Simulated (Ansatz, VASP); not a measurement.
# Sb6Se in VASP and in Ansatz

```
Sb Se
1.0
     7.46333    0.00000    0.00000
     0.00000    7.46333    0.00000
     0.00000    0.00000    7.46333
Sb Se
6 1
Direct
  0.21116 0.50000 0.50000
  0.50000 0.21116 0.50000
  0.78884 0.50000 0.50000
  0.50000 0.78884 0.50000
  0.50000 0.50000 0.21116
  0.50000 0.50000 0.78884
  0.00000 0.00000 0.00000
```

Alike in both runs: task single point; functional PBE; k mesh 4 × 4 × 4; occupations fermi-dirac, width 0.05 eV; no spin polarisation.

```csv
,VASP,Ansatz
version,VASP 6.6.1,Ansatz 0.2.0
potentials or method,"VASP PAW PBE potentials, release 64 (Sb, Se)",Ansatz PAW
plane-wave cutoff (eV),520,420
valence electrons in the cell,36,106
```

|  | VASP | Ansatz | Ansatz less VASP |
| --- | --- | --- | --- |
| gap on the k mesh at the Fermi level (eV) | none | none | - |
| pressure (GPa) | 0.1 | 0.1 | -0.02 |
| rms of the force components (eV/Å) | 0.017 | 0.004 | -0.0126 |

Atom by atom the forces differ by 0.021 eV/Å (rms over components). A gap of «none» marks a metal or a gap that the smearing closes. VASP's potentials hold 36 valence electrons a cell and Ansatz's 106, so a difference there can come from the potentials and not from the codes.

Spin-orbit coupling is off throughout.
